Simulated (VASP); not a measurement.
# LiBeS3 (P4mm) in VASP: notebook, part 2 of 2

VASP 6.6.1. The steps go on from the part before.

### Step 3. Single point, PBE

This run uses another cell than the first one, of 18.98 Å³/atom, 1.072 times its volume.

Input file INCAR:

```
PREC = Accurate ; ENCUT = 520
EDIFF = 1E-7 ; ISMEAR = 0
SIGMA = 0.1 ; LREAL = F
LASPH = T ; NELM = 100
ALGO = Normal ; ISIF = 2
LWAVE = F ; LCHARG = F
GGA = PE ; NBANDS = 20
```

Input file KPOINTS:

```
Automatic mesh
0
Gamma
  4 4 4
```

Input file POSCAR:

```
LiBeS3
1.0
    3.6046164348      0.0000000000      0.0000000000
    0.0000000000      3.6046164348      0.0000000000
    0.0000000000      0.0000000000      7.3022607336
Li Be S
1 1 3
Direct
    0.5000000000      0.5000000000      0.6598240255
    0.0000000000      0.0000000000      0.9590699186
    0.5000000000      0.0000000000      0.1484284112
    0.0000000000      0.5000000000      0.1484284112
    0.0000000000      0.0000000000      0.6924512535
```

Potentials or basis: VASP PAW PBE potentials, release 64 (Li_sv, Be, S).

Command:

```sh
cat potpaw_PBE.64/Li_sv/POTCAR potpaw_PBE.64/Be/POTCAR potpaw_PBE.64/S/POTCAR > POTCAR
mpirun -np 1 vasp_std > vasp.out
```

OUTCAR:

```text
PREC = Accurate
   ENCUT = 520
   EDIFF = 1E-7
   ISMEAR = 0
   LREAL = F
   LASPH = T
   NELM = 100
   ISIF = 2
   GGA = PE

 ion  position               nearest neighbor table
   1  0.500  0.500  0.660-   5 2.56   5 2.56   5 2.56   5 2.56
   2  0.000  0.000  0.959-   5 1.95   4 2.27   3 2.27   4 2.27   3 2.27
   3  0.500  0.000  0.148-   2 2.27   2 2.27   4 2.55   4 2.55   4 2.55   4 2.55
   4  0.000  0.500  0.148-   2 2.27   2 2.27   3 2.55   3 2.55   3 2.55   3 2.55
   5  0.000  0.000  0.692-   2 1.95   1 2.56   1 2.56   1 2.56   1 2.56

  LATTYP: Found a simple tetragonal cell.
 ALAT       =     3.6046164348
 C/A-ratio  =     2.0258079787

  Lattice vectors:

 A1 = (   3.6046164348,   0.0000000000,   0.0000000000)
 A2 = (   0.0000000000,   3.6046164348,   0.0000000000)
 A3 = (   0.0000000000,   0.0000000000,   7.3022607336)

Analysis of symmetry for initial positions (statically):
=====================================================================
 Subroutine PRICEL returns:
 Original cell was already a primitive cell.

 Routine SETGRP: Setting up the symmetry group for a
 simple tetragonal supercell.

 Subroutine GETGRP returns: Found  8 space group operations
 (whereof  8 operations were pure point group operations)
 out of a pool of 16 trial point group operations.

The static configuration has the point symmetry C_4v.

Analysis of symmetry for dynamics (positions and initial velocities):
=====================================================================
 Subroutine PRICEL returns:
 Original cell was already a primitive cell.

 Routine SETGRP: Setting up the symmetry group for a
 simple tetragonal supercell.

 Subroutine GETGRP returns: Found  8 space group operations
 (whereof  8 operations were pure point group operations)
 out of a pool of 16 trial point group operations.

[... 116 lines left out ...]
   IALGO  =     38    algorithm
   IMIX   =      4    mixing-type and parameters
     AMIX     =   0.40;   BMIX     =  1.00
     AMIX_MAG =   1.60;   BMIX_MAG =  1.00
  volume/ion in A,a.u.               =      18.98       128.06
  Fermi-wavevector in a.u.,A,eV,Ry     =   1.020765  1.928966 14.176733  1.041960
  Thomas-Fermi vector in A             =   2.154352
   LORBIT       =      0    0 simple, 1 ext, 2 COOP (PROOUT), +10 PAW based schemes
   GGA     = PE    functional components
   LHFCALC =     F    Hartree Fock is set to
   AEXX    =    0.0000 exact exchange contribution
   IVDW    =     0    specifies the selected vdW correction
   LEPSILON=     F    determine dielectric tensor
   LRPA    =     F    only Hartree local field effects (RPA)
 non-spin polarized calculation
 Gauss-broadening in eV      SIGMA  =   0.10
  energy-cutoff  :      520.00
  volume of cell :       94.88
 maximum number of plane-waves:      2604
 NGX is ok and might be reduce to    28
   NGX = 13   NGY = 13   NGZ = 27

 number of electron      22.9999996 magnetization

 Free energy of the ion-electron system (eV)
  ---------------------------------------------------
  ext. energy  EPLUGINS =         0.00000000
  ---------------------------------------------------
  free energy    TOTEN  =       -20.11720750 eV

  energy without entropy =      -20.09670471  energy(sigma->0) =      -20.10695611

 E-fermi :   2.9053     XC(G=0):  -8.5382

 val. band max:        2.8068995365   @ k =   0.0000   0.0000   0.0000
 cond. band min:       2.9078253750   @ k =   0.5000   0.0000   0.5000
 fundamental gap:      0.1009258385
 Fermi energy:         2.9052971540

 k-point     1 :       0.0000    0.0000    0.0000
  band No.  band energies     occupation
      1     -42.2814      2.00000
      2     -13.1636      2.00000
      3      -8.8563      2.00000
      4      -6.7122      2.00000
      5      -2.7660      2.00000
      6      -2.4959      2.00000
[... 403 lines left out ...]
     19      10.4889      0.00000
     20      12.8537      0.00000

------------------------ aborting loop because EDIFF is reached ----------------------------------------

  FORCE on cell =-STRESS in cart. coord.  units (eV):
  Direction    XX          YY          ZZ          XY          YZ          ZX
  --------------------------------------------------------------------------------------
  -------------------------------------------------------------------------------------
  Total       -0.0070822     -0.0070822     -0.0263577      0.0000000      0.0000000      0.0000000
  in kB       -0.1195924     -0.1195924     -0.4450840      0.0000000      0.0000000      0.0000000
  external PRESSURE =      -0.2280896 kB  Pullay stress =       0.0000000 kB

 VOLUME and BASIS-vectors are now :
 -----------------------------------------------------------------------------
  energy-cutoff  :      520.00
  volume of cell :       94.88
      direct lattice vectors                 reciprocal lattice vectors
     3.604616435  0.000000000  0.000000000     0.277422028  0.000000000  0.000000000
     0.000000000  3.604616435  0.000000000     0.000000000  0.277422028  0.000000000
     0.000000000  0.000000000  7.302260734     0.000000000  0.000000000  0.136943891

 POSITION                                       TOTAL-FORCE (eV/Angst)
 -----------------------------------------------------------------------------------
      1.80231      1.80231      4.81821         0.000000     -0.000000     -0.002761
      0.00000      0.00000      7.00338        -0.000000      0.000000      0.021183
      1.80231      0.00000      1.08386        -0.000000      0.000000     -0.014797
      0.00000      1.80231      1.08386         0.000000      0.000000     -0.014797
      0.00000      0.00000      5.05646         0.000000      0.000000      0.011173
 -----------------------------------------------------------------------------------
    total drift:                                0.000000      0.000000     -0.000535

  FREE ENERGIE OF THE ION-ELECTRON SYSTEM (eV)
  ---------------------------------------------------
  free  energy   TOTEN  =       -20.1172075048 eV

  energy  without entropy=      -20.0967047121  energy(sigma->0) =      -20.10695611
```

stdout:

```text
POSCAR found type information on POSCAR LiBeS
 POSCAR found :  3 types and       5 ions
 scaLAPACK will be used
 LDA part: xc-table for (Slater+PW92), standard interpolation
 POSCAR, INCAR and KPOINTS ok, starting setup
 FFT: planning ... GRIDC
 FFT: planning ... GRID_SOFT
 FFT: planning ... GRID
 WAVECAR not read
 entering main loop
```

Run time: 1.9 min. Hardware: 1 thread of AMD EPYC 7R13, shared host; peak memory 0.17 GiB.

Results:

- Free energy: -20.1172 eV
- Largest force: 0.021 eV/Å

Forces on the atoms (eV/Å):
```
Li   0.000  0.000 -0.003
Be   0.000  0.000  0.021
S    0.000  0.000 -0.015
S    0.000  0.000 -0.015
S    0.000  0.000  0.011
```

Caveat: the k points lie up to 0.44 Å⁻¹ apart; the cutoff is under 1.25 times the usual one of these potentials, so pressure, stress and relaxed cells hold a basis-set (Pulay) error.

### Step 4. Relaxation of cell and atoms, PBE

Input file INCAR:

```
SYSTEM = LiBeS3
PREC = Accurate
ENCUT = 600
EDIFF = 1E-6
ISMEAR = 0
SIGMA = 0.1
LREAL = .FALSE.
LASPH = .TRUE.
NELM = 80
ALGO = Normal
ISIF = 3
LWAVE = .FALSE.
LCHARG = .FALSE.
GGA = PE
IBRION = 2
NSW = 90
EDIFFG = -0.04
```

Input file KPOINTS:

```
regular mesh
0
G
  4 4 4
  0 0 0
```

Input file POSCAR:

```
LiBeS3
1.0
    4.0657718800      0.0000000000      0.0000000000
    0.0000000000      4.0657718800      0.0000000000
    0.0000000000      0.0000000000      5.3528843300
Li Be S
1 1 3
Direct
    0.5000000000      0.5000000000      0.6952151100
    0.0000000000      0.0000000000      0.9733234000
    0.5000000000      0.0000000000      0.1952777100
    0.0000000000      0.5000000000      0.1952777100
    0.0000000000      0.0000000000      0.5491080900
```

Potentials or basis: VASP PAW PBE potentials, release 64 (Li_sv, Be, S).

Command:

```sh
cat potpaw_PBE.64/Li_sv/POTCAR potpaw_PBE.64/Be/POTCAR potpaw_PBE.64/S/POTCAR > POTCAR
mpirun -np 1 vasp_std > vasp.out
```

OUTCAR:

```text
SYSTEM = LiBeS3
   PREC = Accurate
   ENCUT = 600
   EDIFF = 1E-6
   ISMEAR = 0
   LREAL = .FALSE.
   LASPH = .TRUE.
   NELM = 80
   ISIF = 3
   GGA = PE
   IBRION = 2
   NSW = 90
   EDIFFG = -0.04

 ion  position               nearest neighbor table
   1  0.500  0.500  0.695-
   2  0.000  0.000  0.973-   5 2.27   4 2.35   3 2.35   4 2.35   3 2.35
   3  0.500  0.000  0.195-   2 2.35   2 2.35   5 2.78   5 2.78
   4  0.000  0.500  0.195-   2 2.35   2 2.35   5 2.78   5 2.78
   5  0.000  0.000  0.549-   2 2.27   3 2.78   4 2.78   4 2.78   3 2.78

  LATTYP: Found a simple tetragonal cell.
 ALAT       =     4.0657718800
 C/A-ratio  =     1.3165727168

  Lattice vectors:

 A1 = (   4.0657718800,   0.0000000000,   0.0000000000)
 A2 = (   0.0000000000,   4.0657718800,   0.0000000000)
 A3 = (   0.0000000000,   0.0000000000,   5.3528843300)

Analysis of symmetry for initial positions (statically):
=====================================================================
 Subroutine PRICEL returns:
 Original cell was already a primitive cell.

 Routine SETGRP: Setting up the symmetry group for a
 simple tetragonal supercell.

 Subroutine GETGRP returns: Found  8 space group operations
 (whereof  8 operations were pure point group operations)
 out of a pool of 16 trial point group operations.

The static configuration has the point symmetry C_4v.

Analysis of symmetry for dynamics (positions and initial velocities):
[... 289 lines left out ...]
      7      -2.0881      2.00000
      8       2.1358      2.00000
      9       2.7684      1.99999
     10       2.7684      1.99999
     11       3.0582      1.29698
     12       4.5484      0.00000
     13       4.5484      0.00000
     14       5.1272      0.00000
[... 293 lines left out ...]
      2      -9.8574      2.00000
      3      -9.8574      2.00000
      4      -7.6614      2.00000
      5      -5.3770      2.00000
      6      -3.4180      2.00000
      7      -0.2347      2.00000
      8      -0.2347      2.00000
      9       1.4298      2.00000
     10       1.9949      2.00000
     11       1.9949      2.00000
     12       5.8524      0.00000
     13       6.8290      0.00000
     14       7.0927      0.00000
     15       7.7169      0.00000

[... ionic steps 4 to 35 ...]

--------------------------------------- Ionic step       36  -------------------------------------------

 number of electron      22.9999991 magnetization

------------------------ aborting loop because EDIFF is reached ----------------------------------------
[... 73 lines left out ...]
--------------------------------------- Ionic step       38  -------------------------------------------

 number of electron      23.0000004 magnetization

 Free energy of the ion-electron system (eV)
  ---------------------------------------------------
  ext. energy  EPLUGINS =         0.00000000
  ---------------------------------------------------
  free energy    TOTEN  =       -20.09273033 eV

  energy without entropy =      -20.07242234  energy(sigma->0) =      -20.08257634

 E-fermi :   3.2513     XC(G=0):  -8.8055

 val. band max:        3.2478477327   @ k =   0.5000   0.0000   0.5000
 cond. band min:       3.2669121852   @ k =   0.5000   0.0000   0.2500
 fundamental gap:      0.0190644525
 Fermi energy:         3.2513322652

 k-point     1 :       0.0000    0.0000    0.0000
  band No.  band energies     occupation
      1     -41.9372      2.00000
      2     -12.8017      2.00000
      3      -8.4898      2.00000
      4      -6.3712      2.00000
      5      -2.4939      2.00000
      6      -2.1474      2.00000
      7      -2.1474      2.00000
      8       0.9864      2.00000
      9       2.7244      2.00000
     10       2.7244      2.00000
     11       3.1506      1.84567
     12       5.3716      0.00000
     13       5.3716      0.00000
     14       5.5411      0.00000
[... 337 lines left out ...]
  FREE ENERGIE OF THE ION-ELECTRON SYSTEM (eV)
  ---------------------------------------------------
  free  energy   TOTEN  =       -20.0927303271 eV

  energy  without entropy=      -20.0724223444  energy(sigma->0) =      -20.08257634

 reached required accuracy - stopping structural energy minimisation
```

OSZICAR:

```text
N       E                     dE             d eps       ncg     rms          rms(c)
DAV:   1     0.134859830566E+03    0.13486E+03   -0.10862E+04   540   0.152E+03
DAV:   2    -0.488751371254E+01   -0.13975E+03   -0.13770E+03   717   0.264E+02
DAV:   3    -0.176049426966E+02   -0.12717E+02   -0.12656E+02   994   0.799E+01
[... 431 lines left out ...]
DAV:   4    -0.200925930172E+02   -0.44952E-04   -0.28325E-04   645   0.979E-02    0.522E-02
DAV:   5    -0.200927123319E+02   -0.11931E-03   -0.10715E-04   540   0.908E-02    0.193E-02
DAV:   6    -0.200927288637E+02   -0.16532E-04   -0.13929E-05   768   0.312E-02    0.905E-03
DAV:   7    -0.200927300248E+02   -0.11611E-05   -0.13090E-06   585   0.846E-03    0.507E-03
DAV:   8    -0.200927303271E+02   -0.30229E-06   -0.52442E-07   438   0.731E-03
  38 F= -.20092730E+02 E0= -.20082576E+02  d E =-.211178E-02
```

Wall time 26 min (1 thread of AMD EPYC 7R13, shared host); peak memory 0.2 GiB.

What came out:

| Item | Value |
| --- | --- |
| Free energy | -20.0927 eV |
| Relaxed volume | 18.13 Å³/atom |
| Relaxed cell | a = 3.608 Å, b = 3.608 Å, c = 6.966 Å, α = 90.00°, β = 90.00°, γ = 90.00° |
| Space group after relaxing (to 0.05 Å) | P4mm (No. 99) |
| Energy gained by relaxing | 445.7 meV/atom |
| Ionic steps | 38 |
| Pressure after relaxing | 0.1 GPa |
| Largest force after relaxing | 0.039 eV/Å |

Forces on the atoms (eV/Å):
```
Li   0.000  0.000 -0.039
Be   0.000  0.000  0.017
S    0.000  0.000 -0.005
S    0.000  0.000 -0.005
S    0.000  0.000  0.032
```

Stress tensor (GPa, compression positive):
```
-0.01  0.00  0.00
 0.00 -0.01  0.00
 0.00  0.00  0.24
```

The path:
```csv
step,energy change (eV),largest force (eV/Å),pressure (GPa),volume (Å³)
1,0.0000,3.1737,-4.29,88.49
2,-0.6383,1.8754,-0.81,82.56
3,-0.7424,0.6863,3.11,78.99
4,-0.7478,0.5293,2.19,79.69
5,-0.9484,0.4993,1.24,81.08
6,-1.3834,1.6924,1.03,84.71
7,-0.7933,4.4301,10.12,89.64
8,-1.3601,2.5504,3.99,86.82
9,-1.4569,2.5968,3.59,88.11
10,-1.6837,2.6151,2.79,91.83
11,-1.8947,2.3445,2.13,98.67
12,-1.8988,2.2741,2.06,99.91
13,-2.0196,1.5950,0.93,101.15
14,-2.1140,0.7078,-0.80,103.89
15,-2.1151,0.6004,-0.67,103.61
16,-2.1385,0.4232,-0.72,103.20
17,-2.1636,0.1607,-0.77,102.14
18,-2.1728,0.1742,-0.24,100.84
19,-2.1758,0.3550,0.26,99.68
20,-2.1856,0.2859,0.20,99.06
21,-2.2049,0.1058,0.01,97.20
22,-2.2031,0.1838,-0.27,93.41
23,-2.2105,0.1156,-0.09,95.43
24,-2.2127,0.1165,-0.03,94.93
25,-2.2146,0.1211,0.16,93.43
26,-2.2148,0.1197,0.13,93.75
27,-2.2161,0.1175,0.11,93.57
28,-2.2185,0.2009,0.08,93.05
29,-2.2165,0.4533,0.06,92.00
30,-2.2188,0.2712,0.07,92.75
31,-2.2202,0.2402,0.01,92.61
32,-2.2230,0.1472,-0.18,92.19
33,-2.2237,0.1969,-0.52,91.34
34,-2.2242,0.1269,-0.38,91.67
35,-2.2257,0.1001,-0.14,91.14
36,-2.2264,0.0674,0.18,90.44
37,-2.2271,0.0607,0.16,90.49
38,-2.2285,0.0392,0.07,90.66
```

Final structure:
```
Li Be S
1.0
     3.60776    0.00000    0.00000
     0.00000    3.60776    0.00000
     0.00000    0.00000    6.96558
Li Be S
1 1 3
Direct
  0.50000 0.50000 0.65024
  0.00000 0.00000 0.96067
  0.50000 0.00000 0.15786
  0.00000 0.50000 0.15786
  0.00000 0.00000 0.68158
```

Levels at points of the mesh, in eV from the Fermi level:
```
           k point  band 9  band 10  band 11  band 12  band 13  band 14
(0.00, 0.00, 0.00)   -0.53    -0.53    -0.10     2.12     2.12     2.29
(0.50, 0.00, 0.00)   -2.59    -2.43    -1.56    -1.56     0.03     5.06
(0.50, 0.50, 0.00)   -2.32    -2.32    -2.25     3.75     3.83     4.13
(0.00, 0.00, 0.50)   -0.57    -0.57    -0.11     2.13     2.13     2.25
(0.50, 0.00, 0.50)   -2.43    -2.33    -2.06    -1.55     0.00     3.60
(0.50, 0.50, 0.50)   -2.10    -1.85    -1.85     3.21     3.75     3.85
```

Caveat: the k points lie up to 0.44 Å⁻¹ apart in the final cell; the cutoff is under 1.25 times the usual one of these potentials, so pressure, stress and relaxed cells hold a basis-set (Pulay) error.

### Step 5. Overview

| task | cell | cutoff (eV) | gap on the mesh (eV) | largest force (eV/Å) |
| --- | --- | --- | --- | --- |
| single point | a = 4.066, b = 4.066, c = 5.353 Å, 5 atoms | 520 | none | 3.17 |
| single point | a = 3.605, b = 3.605, c = 7.302 Å, 5 atoms | 520 | none | 0.02 |
| relaxation of cell and atoms | relaxed from a = 4.066, b = 4.066, c = 5.353 Å, 5 atoms | 600 | none | 0.04 |

Alike in all rows: level PBE; potentials or basis VASP PAW PBE potentials, release 64 (Li_sv, Be, S); no spin polarisation; k mesh 4 × 4 × 4; smearing gaussian 0.1 eV.

Caveats: all runs use coarse meshes; the cutoff is under 1.25 times the usual one of these potentials, so pressure, stress and relaxed cells hold a basis-set (Pulay) error; forces of over 1 eV/Å act on the atoms, so gaps and moduli don't describe the material at rest (some runs).

Total energies depend on the potentials used, so only differences within one code and one set of settings carry meaning.
